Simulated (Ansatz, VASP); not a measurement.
# Two plane-wave programs on NbC

The input INCAR:

```
SYSTEM = NbC
  ALGO = Normal
  EDIFF = 1E-7
  EDIFFG = -0.01
  ENCUT = 600
  GGA = PE
  GGA_COMPAT = .False.
  IBRION = 2
  ISIF = 3
  ISMEAR = 1
  LASPH = .True.
  LCHARG = .False.
  LREAL = .False.
  LWAVE = .False.
  NELM = 120
  NELMIN = 4
  NSW = 80
  PREC = Accurate
  SIGMA = 0.1
```

File KPOINTS:

```
k-points
0
Gamma
  9 9 9
  0 0 0
```

Contents of POSCAR:

```
NbC
1.0
    0.0000000000      2.2345500000      2.2345500000
    2.2345500000      0.0000000000      2.2345500000
    2.2345500000      2.2345500000      0.0000000000
Nb C
1 1
Direct
    0.0000000000      0.0000000000      0.0000000000
    0.5000000000      0.5000000000      0.5000000000
```

Input for Ansatz:

```yaml
crystal:
  lattice:
    - [0.0, 2.23455, 2.23455]
    - [2.23455, 0.0, 2.23455]
    - [2.23455, 2.23455, 0.0]
  atoms:
    - { symbol: Nb, position: [0.0, 0.0, 0.0] }
    - { symbol: C, position: [0.5, 0.5, 0.5] }
basis:
  ecutwfc: 450.0
kpoints:
  mp_grid:
    grid: [9, 9, 9]
hamiltonian:
  xc: pbe
  pseudopotentials:
    kind: paw
scf:
  occupations:
    method: methfessel_paxton
relax:
  cell: {}
output:
  eigenvalues: true
```

Alike in both runs: task relaxation of cell and atoms; functional PBE; k mesh 9 × 9 × 9; no spin polarisation.

|  | VASP | Ansatz |
| --- | --- | --- |
| version | VASP 6.6.1 | Ansatz 0.2.0 |
| potentials or method | VASP PAW PBE potentials, release 64 (Nb_sv, C), cutoff 600 eV | plane waves, PAW |
| occupations | methfessel-paxton of order 1, width 0.1 eV | methfessel-paxton of order 1 |
| valence electrons in the cell | 17 | 17 |

```csv
,VASP,Ansatz,Ansatz less VASP
"gap on the k mesh at the Fermi level, each at its own relaxed structure (eV)",none,none,-
relaxed volume (Å³/atom),11.26,11.28,+0.020
relaxed length of the cell vector where the two differ most in proportion (Å),3.170,3.172,+0.0019
```

A gap of «none» marks a metal or a gap that the smearing closes.
